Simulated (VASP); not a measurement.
Input of a VASP 6.6.1 run:

INCAR

```
PREC = Accurate
ENCUT = 520
EDIFF = 1E-6
ISMEAR = 0
SIGMA = 0.1
LREAL = F
LASPH = T
NELM = 100
ALGO = Normal
ISIF = 2
LWAVE = F
LCHARG = T
GGA = PS
LELF = T
LVHAR = T
NBANDS = 21
```

Contents of KPOINTS:

```
regular mesh
0
Gamma
  10 10 8
```

POSCAR

```
HfH2
1.0
    3.4469478090      0.0000000000      0.0000000000
    0.0000000000      3.4469478090      0.0000000000
    0.0000000000      0.0000000000      4.3224250871
Hf H
2 4
Direct
    0.0000000000      0.0000000000      0.0000000000
    0.5000000000      0.5000000000      0.5000000000
    0.0000000000      0.5000000000      0.2500000000
    0.5000000000      0.0000000000      0.2500000000
    0.5000000000      0.0000000000      0.7500000000
    0.0000000000      0.5000000000      0.7500000000
```

Potentials or basis: VASP PAW PBE potentials, release 64 (Hf_pv, H).

Run with:

```bash
$ cat potpaw_PBE.64/Hf_pv/POTCAR potpaw_PBE.64/H/POTCAR > POTCAR
$ mpirun -np 1 vasp_std > vasp.out
```

Q: Estimate the pressure.

A: -1.9 GPa.

Q: Estimate the band gap on the k mesh.

A: Zero (band 12 reaches 5.99 eV, above the bottom of band 13 at 4.91 eV).

Stress tensor (GPa, compression positive):
```
-1.10  0.00  0.00
 0.00 -1.10  0.00
 0.00  0.00 -3.46
```

Caveat: the cell differs from its parent crystal (uniaxial strain along c: +2.0 %); the PAW data sets were made with another functional, which shifts forces and pressure a little; spin-orbit coupling is left out, which moves the levels of the heavy elements.
